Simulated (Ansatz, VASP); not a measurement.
Two plane-wave programs on TaN

The input INCAR:

```
PREC = Accurate
ENCUT = 520
EDIFF = 1E-6
ISMEAR = 0
SIGMA = 0.1
LREAL = F
LASPH = T
NELM = 120
ALGO = Normal
ISIF = 2
LWAVE = F
LCHARG = F
LDIPOL = T
IDIPOL = 3
DIPOL = 0.5 0.5 0.288
GGA = PE
NBANDS = 33
GGA_COMPAT = F
NELMDL = -8
```

KPOINTS

```
Automatic mesh
0
Gamma
  9 9 1
```

The input POSCAR:

```
TaN
1.0
    3.1228193035      0.0000000000      0.0000000000
    0.0000000000      3.1228193035      0.0000000000
    0.0000000000      0.0000000000     21.5908392430
Ta N
3 3
Direct
    0.0000000000      0.0000000000      0.1852637572
    0.5000000000      0.5000000000      0.2890369107
    0.0000000000      0.0000000000      0.3832407719
    0.5000000000      0.5000000000      0.1852637572
    0.0000000000      0.0000000000      0.2843927699
    0.5000000000      0.5000000000      0.3978927890
```

Input for Ansatz:

```yaml
crystal:
  lattice:
    - [3.1228193035, 0.0, 0.0]
    - [0.0, 3.1228193035, 0.0]
    - [0.0, 0.0, 21.590839243]
  atoms:
    - { symbol: Ta, position: [0.0, 0.0, 0.1852637572] }
    - { symbol: "N", position: [0.5, 0.5, 0.1852637572] }
    - { symbol: Ta, position: [0.5, 0.5, 0.2890369107] }
    - { symbol: "N", position: [0.0, 0.0, 0.2843927699] }
    - { symbol: Ta, position: [0.0, 0.0, 0.3832407719] }
    - { symbol: "N", position: [0.5, 0.5, 0.397892789] }
basis:
  ecutwfc: 420
kpoints:
  mp_grid: { grid: [9, 9, 1] }
hamiltonian:
  xc: pbe
  pseudopotentials: { kind: paw, azcp: { folder: soft_1 } }
scf:
  occupations: { method: gaussian, width: 0.1 }
output:
  forces: true
  eigenvalues: true
efield:
  axis: 3
  dipole_correction: true
  ramp_width: 0.04
```

Alike in both runs: task single point; functional PBE; k mesh 9 × 9 × 1; occupations gaussian, width 0.1 eV; no spin polarisation.

```csv
,VASP,Ansatz
version,VASP 6.6.1,Ansatz 0.2.0
potentials or method,"VASP PAW PBE potentials, release 64 (Ta_pv, N), cutoff 520 eV","scalar-relativistic, plane waves, PAW"
valence electrons in the cell,48,54
```

```csv
,VASP,Ansatz,Ansatz less VASP
gap on the k mesh at the Fermi level (eV),none,none,-
rms of the force components (eV/Å),0.352,0.355,+0.0034
```

A gap of «none» marks a metal or a gap that the smearing closes. With one functional, cell and mesh, what is left measures potentials, basis and numerics. VASP's potentials hold 48 valence electrons a cell and Ansatz's 54, so a difference there can come from the potentials and not from the codes.

Spin-orbit coupling is off throughout.
